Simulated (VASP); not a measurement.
# O (R-3m) in VASP: further runs

Runs on O. Level: PBE. Tasks: electric field gradients.

Program: VASP 6.6.1. These are calculated values, not measurements. Logs are shortened: lines on timing, memory, paths and dates and some standing lists are left out, and cuts for length are marked.

**1. The cell of the first run**

Symmetry: R-3m, No. 166, trigonal system. Conventional cell: a = 2.866 Å, b = 2.866 Å, c = 10.293 Å, α = 90.00°, β = 90.00°, γ = 120.00°. O (site symmetry 3m) has 1 O at 1.19 Å within 1.6 Å.

**2. Electric field gradients, PBE (12.20 Å³/atom)**

Input file INCAR:

```
SYSTEM = O
PREC = Accurate ; ENCUT = 520
EDIFF = 1E-8 ; ISMEAR = -1
SIGMA = 0.02 ; LREAL = .FALSE.
LASPH = .TRUE. ; NELM = 100
ALGO = Normal ; ISIF = 2
LWAVE = .FALSE. ; LCHARG = .FALSE.
GGA = PE ; LEFG = .TRUE.
NBANDS = 13
```

Input file KPOINTS:

```
Automatic mesh
0
G
  10 10 10
  0 0 0
```

Input file POSCAR:

```
O
1.0
    1.4327754493      0.8272132913      3.4308721810
   -1.4327754493      0.8272132913      3.4308721810
    0.0000000000     -1.6544265826      3.4308721810
O
2
Direct
    0.0577000000      0.0577000000      0.0577000000
    0.9423000000      0.9423000000      0.9423000000
```

Potentials or basis: VASP PAW PBE potentials, release 64 (O).

Command:

```console
> cat potpaw_PBE.64/O/POTCAR > POTCAR
> mpirun -np 1 vasp_std > vasp.out
```

OUTCAR:

```text
SYSTEM = O
   PREC = Accurate
   ENCUT = 520
   EDIFF = 1E-8
   ISMEAR = -1
   LREAL = .FALSE.
   LASPH = .TRUE.
   NELM = 100
   ISIF = 2
   GGA = PE

 ion  position               nearest neighbor table
   1  0.058  0.058  0.058-   2 1.19
   2  0.942  0.942  0.942-   1 1.19

  LATTYP: Found a trigonal (rhomboedric) cell.
 ALAT       =     3.8089383350
 COS(alpha) =     0.7170052526

  Lattice vectors:

 A1 = (   1.4327754493,   0.8272132913,   3.4308721810)
 A2 = (  -1.4327754493,   0.8272132913,   3.4308721810)
 A3 = (   0.0000000000,  -1.6544265826,   3.4308721810)

Analysis of symmetry for initial positions (statically):
=====================================================================
 Subroutine PRICEL returns:
 Original cell was already a primitive cell.

 Routine SETGRP: Setting up the symmetry group for a
 trigonal (rhombohedral) supercell.

 Subroutine GETGRP returns: Found 12 space group operations
 (whereof 12 operations were pure point group operations)
 out of a pool of 12 trial point group operations.

The static configuration has the point symmetry D_3d.

Analysis of symmetry for dynamics (positions and initial velocities):
=====================================================================
 Subroutine PRICEL returns:
 Original cell was already a primitive cell.

 Routine SETGRP: Setting up the symmetry group for a
 trigonal (rhombohedral) supercell.

 Subroutine GETGRP returns: Found 12 space group operations
 (whereof 12 operations were pure point group operations)
 out of a pool of 12 trial point group operations.

The dynamic configuration has the point symmetry D_3d.

 Subroutine INISYM returns: Found 12 space group operations
 (whereof 12 operations are pure point group operations),
 and found     1 'primitive' translations

----------------------------------------------------------------------------------------

                                     Primitive cell

  volume of cell :      24.3978

  direct lattice vectors                    reciprocal lattice vectors
     1.432775449  0.827213291  3.430872181     0.348973037  0.201479677  0.097157025
    -1.432775449  0.827213291  3.430872181    -0.348973037  0.201479677  0.097157025
     0.000000000 -1.654426583  3.430872181     0.000000000 -0.402959354  0.097157025

[... 134 lines left out ...]
 fundamental gap:      0.0253857651
 Fermi energy:         0.2457035175

 k-point     1 :       0.0000    0.0000    0.0000
  band No.  band energies     occupation
      1     -27.6650      2.00000
      2     -13.6240      2.00000
      3      -8.7602      2.00000
      4      -6.2238      2.00000
      5      -6.2238      2.00000
      6       0.7788      0.00000
      7       0.7788      0.00000
      8       8.4755      0.00000
      9      11.7399      0.00000
     10      15.2036      0.00000
     11      18.7352      0.00000
     12      21.4713      0.00000
     13      21.4713      0.00000
[... 354 lines left out ...]
  band No.  band energies     occupation
      1     -27.3683      2.00000
      2     -13.7784      2.00000
      3      -8.1147      2.00000
      4      -7.0333      2.00000
      5      -6.7813      2.00000
      6      -0.6325      2.00000
      7       0.7064      0.00000
      8      10.0578      0.00000
      9      12.3064      0.00000
     10      15.0232      0.00000
     11      15.7098      0.00000
     12      19.4069      0.00000
     13      22.1447      0.00000

 [... further k-points ...]

------------------------ aborting loop because EDIFF is reached ----------------------------------------

  FORCE on cell =-STRESS in cart. coord.  units (eV):
  Direction    XX          YY          ZZ          XY          YZ          ZX
  --------------------------------------------------------------------------------------
  -------------------------------------------------------------------------------------
  Total       -0.9589547     -0.9589547      5.0880142      0.0000000      0.0000000      0.0000000
  in kB      -62.9734185    -62.9734185    334.1238497      0.0000000      0.0000000      0.0000000
  external PRESSURE =      69.3923376 kB  Pullay stress =       0.0000000 kB

 VOLUME and BASIS-vectors are now :
 -----------------------------------------------------------------------------
  energy-cutoff  :      520.00
  volume of cell :       24.40
      direct lattice vectors                 reciprocal lattice vectors
     1.432775449  0.827213291  3.430872181     0.348973037  0.201479677  0.097157025
    -1.432775449  0.827213291  3.430872181    -0.348973037  0.201479677  0.097157025
     0.000000000 -1.654426583  3.430872181     0.000000000 -0.402959354  0.097157025

 POSITION                                       TOTAL-FORCE (eV/Angst)
 -----------------------------------------------------------------------------------
      0.00000      0.00000      0.59388         0.000000     -0.000000      3.528382
      0.00000      0.00000      9.69873         0.000000      0.000000     -3.528382
 -----------------------------------------------------------------------------------
    total drift:                                0.000000     -0.000000      0.000000

  FREE ENERGIE OF THE ION-ELECTRON SYSTEM (eV)
  ---------------------------------------------------
  free  energy   TOTEN  =        -9.3203772439 eV

  energy  without entropy=       -9.3184873316  energy(sigma->0) =       -9.31943229

 Electric field gradients (V/A^2)
---------------------------------------------------------------------
 ion       V_xx      V_yy      V_zz      V_xy      V_xz      V_yz
---------------------------------------------------------------------
   1     -60.494   -60.494   120.988    -0.000     0.000    -0.000
   2     -60.494   -60.494   120.988     0.000    -0.000    -0.000
---------------------------------------------------------------------

 Electric field gradients after diagonalization (V/A^2)
 (convention: |V_zz| > |V_xx| > |V_yy|)
----------------------------------------------------------------------
 ion       V_xx      V_yy      V_zz     asymmetry (V_yy - V_xx)/ V_zz
----------------------------------------------------------------------
   1     -60.494   -60.494   120.988       0.000
   2     -60.494   -60.494   120.988       0.000
----------------------------------------------------------------------

           NMR quadrupolar parameters

 Cq : quadrupolar parameter    Cq=e*Q*V_zz/h
 eta: asymmetry parameters     (V_yy - V_xx)/ V_zz
 Q  : nuclear electric quadrupole moment in mb (millibarn)
----------------------------------------------------------------------
 ion       Cq(MHz)       eta       Q (mb)
----------------------------------------------------------------------
   1       0.293       0.000       1.000
   2       0.293       0.000       1.000
----------------------------------------------------------------------
```

stdout:

```text
POSCAR found type information on POSCAR O
 POSCAR found :  1 types and       2 ions
 scaLAPACK will be used
 LDA part: xc-table for (Slater+PW92), standard interpolation
 POSCAR, INCAR and KPOINTS ok, starting setup
 FFT: planning ... GRIDC
 FFT: planning ... GRID_SOFT
 FFT: planning ... GRID
 WAVECAR not read
 entering main loop
ion   1

ion   2
```

Run time: 75 s. Hardware: 1 thread of Intel Xeon 8259CL, shared host; peak memory 0.16 GiB.

Results:

```yaml
Free_energy: -9.3204 eV
Pressure: 6.9 GPa
Largest_force: 3.528 eV/Å
Band_gap_on_the_k_mesh: zero (bands 6 and 7 overlap by 1.24 eV)
Largest_electric_field_gradient_by_atom: O +121.0 V/Å²
```

Forces in eV/Å, atoms in the order of the input:
```
O    0.000  0.000  3.528
O    0.000  0.000 -3.528
```

Stress tensor (GPa, compression positive):
```
-6.30  0.00  0.00
 0.00 -6.30  0.00
 0.00  0.00 33.41
```

Electric field gradients, principal values (V/Å²):
```csv
atom,least,middle,greatest (by size)
1 O,-60.494,-60.494,120.988
2 O,-60.494,-60.494,120.988
```

Caveat: the standard files for N, O and F lose accuracy on very short bonds; spin is off for a triplet molecule; the stress differs along the axes, from -6 to 33 GPa; this functional lacks dispersion, which holds the molecules together, so the pressure and a relaxed volume are unreliable; without QUAD_EFG the Cq values of the log hold for a quadrupole moment of 1 mb, not for the nuclei; forces of over 1 eV/Å act on the atoms, so gaps and moduli don't describe the material at rest.

**3. Electric field gradients, PBE (12.44 Å³/atom)**

This run uses another cell than the first one, of 12.44 Å³/atom.

Input file INCAR:

```
ALGO = Normal
EDIFF = 1E-8
ENCUT = 520
GGA = PE
ISIF = 2
ISMEAR = -1
LASPH = T
LCHARG = F
LEFG = T
LREAL = F
LWAVE = F
NBANDS = 13
NELM = 100
PREC = Accurate
SIGMA = 0.02
```

Input file KPOINTS:

```
k-points
0
Gamma
  10 10 10
```

Input file POSCAR:

```
O
1.0
    1.4420794467      0.8325849567      3.4531511960
   -1.4420794467      0.8325849567      3.4531511960
    0.0000000000     -1.6651699134      3.4531511960
O
2
Direct
    0.0577000000      0.0577000000      0.0577000000
    0.9423000000      0.9423000000      0.9423000000
```

Potentials or basis: VASP PAW PBE potentials, release 64 (O).

Command:

```console
> cat potpaw_PBE.64/O/POTCAR > POTCAR
> mpirun -np 1 vasp_std > vasp.out
```

OUTCAR:

```text
EDIFF = 1E-8
   ENCUT = 520
   GGA = PE
   ISIF = 2
   ISMEAR = -1
   LASPH = T
   LREAL = F
   NELM = 100
   PREC = Accurate

 ion  position               nearest neighbor table
   1  0.058  0.058  0.058-   2 1.20
   2  0.942  0.942  0.942-   1 1.20

  LATTYP: Found a trigonal (rhomboedric) cell.
 ALAT       =     3.8336723938
 COS(alpha) =     0.7170052526

  Lattice vectors:

 A1 = (   1.4420794467,   0.8325849567,   3.4531511960)
 A2 = (  -1.4420794467,   0.8325849567,   3.4531511960)
 A3 = (   0.0000000000,  -1.6651699134,   3.4531511960)

Analysis of symmetry for initial positions (statically):
=====================================================================
 Subroutine PRICEL returns:
 Original cell was already a primitive cell.

 Routine SETGRP: Setting up the symmetry group for a
 trigonal (rhombohedral) supercell.

 Subroutine GETGRP returns: Found 12 space group operations
 (whereof 12 operations were pure point group operations)
 out of a pool of 12 trial point group operations.

The static configuration has the point symmetry D_3d.

Analysis of symmetry for dynamics (positions and initial velocities):
=====================================================================
 Subroutine PRICEL returns:
 Original cell was already a primitive cell.

 Routine SETGRP: Setting up the symmetry group for a
 trigonal (rhombohedral) supercell.

 Subroutine GETGRP returns: Found 12 space group operations
 (whereof 12 operations were pure point group operations)
 out of a pool of 12 trial point group operations.

The dynamic configuration has the point symmetry D_3d.

 Subroutine INISYM returns: Found 12 space group operations
 (whereof 12 operations are pure point group operations),
 and found     1 'primitive' translations

----------------------------------------------------------------------------------------

                                     Primitive cell

  volume of cell :      24.8762

  direct lattice vectors                    reciprocal lattice vectors
     1.442079447  0.832584957  3.453151196     0.346721535  0.200179772  0.096530188
    -1.442079447  0.832584957  3.453151196    -0.346721535  0.200179772  0.096530188
     0.000000000 -1.665169913  3.453151196     0.000000000 -0.400359544  0.096530188

  length of vectors
     3.833672394  3.833672394  3.833672394     0.411832298  0.411832298  0.411832298

  position of ions in fractional coordinates (direct lattice)
     0.057700000  0.057700000  0.057700000
     0.942300000  0.942300000  0.942300000

  ion indices of the primitive-cell ions
   primitive index   ion index
                 1           1
                 2           2

----------------------------------------------------------------------------------------

 KPOINTS: k-points

Automatic generation of k-mesh.
 Grid dimensions read from file:
 generate k-points for:   10   10   10

 Generating k-lattice:

  Cartesian coordinates                     Fractional coordinates (reciprocal lattice)
     0.034672154  0.020017977  0.009653019     0.100000000  0.000000000  0.000000000
[... 79 lines left out ...]
     AMIX_MAG =   1.60;   BMIX_MAG =  1.00
  volume/ion in A,a.u.               =      12.44        83.94
  Fermi-wavevector in a.u.,A,eV,Ry     =   1.283927  2.426271 22.428781  1.648469
  Thomas-Fermi vector in A             =   2.416151
   LORBIT       =      0    0 simple, 1 ext, 2 COOP (PROOUT), +10 PAW based schemes
   GGA     = PE    functional components
   LHFCALC =     F    Hartree Fock is set to
   AEXX    =    0.0000 exact exchange contribution
   IVDW    =     0    specifies the selected vdW correction
   LEPSILON=     F    determine dielectric tensor
   LRPA    =     F    only Hartree local field effects (RPA)
 non-spin polarized calculation
  energy-cutoff  :      520.00
  volume of cell :       24.88
 maximum number of plane-waves:       690
 NGX is ok and might be reduce to    30
   NGX = 15   NGY = 15   NGZ = 15

 number of electron      12.0000003 magnetization

 Free energy of the ion-electron system (eV)
  ---------------------------------------------------
  ext. energy  EPLUGINS =         0.00000000
  ---------------------------------------------------
  free energy    TOTEN  =        -9.33916001 eV

  energy without entropy =       -9.33717499  energy(sigma->0) =       -9.33816750

 E-fermi :   0.0629     XC(G=0):  -9.0092

 val. band max:        0.0616587551   @ k =   0.5000   0.5000   0.3000
 cond. band min:       0.0838784106   @ k =  -0.4000   0.3000   0.1000
 fundamental gap:      0.0222196556
 Fermi energy:         0.0628687021

 k-point     1 :       0.0000    0.0000    0.0000
  band No.  band energies     occupation
      1     -27.5851      2.00000
      2     -13.8085      2.00000
      3      -8.8034      2.00000
      4      -6.2871      2.00000
      5      -6.2871      2.00000
      6       0.5771      0.00000
      7       0.5771      0.00000
      8       8.2360      0.00000
      9      11.3354      0.00000
     10      14.9577      0.00000
     11      18.3591      0.00000
     12      21.2010      0.00000
     13      21.2010      0.00000
[... 354 lines left out ...]
  band No.  band energies     occupation
      1     -27.2992      2.00000
      2     -13.9524      2.00000
      3      -8.1381      2.00000
      4      -7.1267      2.00000
      5      -6.8291      2.00000
      6      -0.7846      2.00000
      7       0.5076      0.00000
      8       9.7187      0.00000
      9      12.0119      0.00000
     10      14.7637      0.00000
     11      15.4497      0.00000
     12      19.0706      0.00000
     13      21.8173      0.00000

 [... further k-points ...]

------------------------ aborting loop because EDIFF is reached ----------------------------------------

  FORCE on cell =-STRESS in cart. coord.  units (eV):
  Direction    XX          YY          ZZ          XY          YZ          ZX
  --------------------------------------------------------------------------------------
  -------------------------------------------------------------------------------------
  Total       -0.9798431     -0.9798431      4.1786373      0.0000000     -0.0000000      0.0000000
  in kB      -63.1077275    -63.1077275    269.1291055      0.0000000     -0.0000000      0.0000000
  external PRESSURE =      47.6378835 kB  Pullay stress =       0.0000000 kB

 VOLUME and BASIS-vectors are now :
 -----------------------------------------------------------------------------
  energy-cutoff  :      520.00
  volume of cell :       24.88
      direct lattice vectors                 reciprocal lattice vectors
     1.442079447  0.832584957  3.453151196     0.346721535  0.200179772  0.096530188
    -1.442079447  0.832584957  3.453151196    -0.346721535  0.200179772  0.096530188
     0.000000000 -1.665169913  3.453151196     0.000000000 -0.400359544  0.096530188

 POSITION                                       TOTAL-FORCE (eV/Angst)
 -----------------------------------------------------------------------------------
      0.00000      0.00000      0.59774         0.000000      0.000000      2.811929
      0.00000      0.00000      9.76171         0.000000     -0.000000     -2.811929
 -----------------------------------------------------------------------------------
    total drift:                               -0.000000     -0.000000      0.000000

  FREE ENERGIE OF THE ION-ELECTRON SYSTEM (eV)
  ---------------------------------------------------
  free  energy   TOTEN  =        -9.3391600068 eV

  energy  without entropy=       -9.3371749858  energy(sigma->0) =       -9.33816750

 Electric field gradients (V/A^2)
---------------------------------------------------------------------
 ion       V_xx      V_yy      V_zz      V_xy      V_xz      V_yz
---------------------------------------------------------------------
   1     -61.648   -61.648   123.297    -0.000    -0.000    -0.000
   2     -61.648   -61.648   123.297    -0.000     0.000    -0.000
---------------------------------------------------------------------

 Electric field gradients after diagonalization (V/A^2)
 (convention: |V_zz| > |V_xx| > |V_yy|)
----------------------------------------------------------------------
 ion       V_xx      V_yy      V_zz     asymmetry (V_yy - V_xx)/ V_zz
----------------------------------------------------------------------
   1     -61.648   -61.648   123.297       0.000
   2     -61.648   -61.648   123.297       0.000
----------------------------------------------------------------------

           NMR quadrupolar parameters

 Cq : quadrupolar parameter    Cq=e*Q*V_zz/h
 eta: asymmetry parameters     (V_yy - V_xx)/ V_zz
 Q  : nuclear electric quadrupole moment in mb (millibarn)
----------------------------------------------------------------------
 ion       Cq(MHz)       eta       Q (mb)
----------------------------------------------------------------------
   1       0.298       0.000       1.000
   2       0.298       0.000       1.000
----------------------------------------------------------------------
```

OSZICAR:

```text
N       E                     dE             d eps       ncg     rms          rms(c)
DAV:   1     0.364331011592E+02    0.36433E+02   -0.62968E+03  3085   0.842E+02
DAV:   2    -0.827867330187E+01   -0.44712E+02   -0.43042E+02  3876   0.181E+02
DAV:   3    -0.964421229104E+01   -0.13655E+01   -0.13331E+01  3449   0.285E+01
DAV:   4    -0.964827967804E+01   -0.40674E-02   -0.40662E-02  3481   0.189E+00
DAV:   5    -0.964829513303E+01   -0.15455E-04   -0.15455E-04  3459   0.110E-01    0.455E+00
DAV:   6    -0.939404409291E+01    0.25425E+00   -0.23179E-01  3356   0.436E+00    0.239E+00
DAV:   7    -0.933680696806E+01    0.57237E-01   -0.20988E-01  3506   0.403E+00    0.476E-01
DAV:   8    -0.933909234928E+01   -0.22854E-02   -0.16049E-02  3066   0.104E+00    0.830E-02
DAV:   9    -0.933915067000E+01   -0.58321E-04   -0.14312E-04  3616   0.110E-01    0.254E-02
DAV:  10    -0.933915923034E+01   -0.85603E-05   -0.22637E-05  3121   0.431E-02    0.880E-03
DAV:  11    -0.933916024176E+01   -0.10114E-05   -0.35523E-06  3336   0.175E-02    0.429E-03
DAV:  12    -0.933915991059E+01    0.33117E-06   -0.89027E-07  3386   0.823E-03    0.144E-03
DAV:  13    -0.933915998999E+01   -0.79400E-07   -0.85665E-08  3066   0.249E-03    0.214E-04
DAV:  14    -0.933916000255E+01   -0.12558E-07   -0.16248E-09  2228   0.356E-04    0.609E-05
DAV:  15    -0.933916000683E+01   -0.42862E-08   -0.29905E-10  1563   0.167E-04
   1 F= -.93391600E+01 E0= -.93381675E+01  d E =-.198502E-02
```

Run time: 97 s. Hardware: 1 thread of Intel Xeon 8259CL, shared host; peak memory 0.17 GiB.

What came out:

| Quantity | Value |
| --- | --- |
| Free energy | -9.3392 eV |
| Pressure | 4.8 GPa |
| Largest force | 2.812 eV/Å |
| Band gap on the k mesh | zero (bands 6 and 7 overlap by 1.20 eV) |
| Largest electric field gradient by atom | O +123.3 V/Å² |

Forces in eV/Å, atoms in the order of the input:
```
O    0.000  0.000  2.812
O    0.000  0.000 -2.812
```

Electric field gradients, principal values (V/Å²):
| atom | least | middle | greatest (by size) |
| --- | --- | --- | --- |
| 1 O | -61.648 | -61.648 | 123.297 |
| 2 O | -61.648 | -61.648 | 123.297 |

Caveat: the standard files for N, O and F lose accuracy on very short bonds; spin is off for a triplet molecule; the stress differs along the axes, from -6 to 27 GPa; this functional lacks dispersion, which holds the molecules together, so the pressure and a relaxed volume are unreliable; without QUAD_EFG the Cq values of the log hold for a quadrupole moment of 1 mb, not for the nuclei; forces of over 1 eV/Å act on the atoms, so gaps and moduli don't describe the material at rest.

The gap in the log of VASP goes by the Fermi energy; the results here count the filled bands.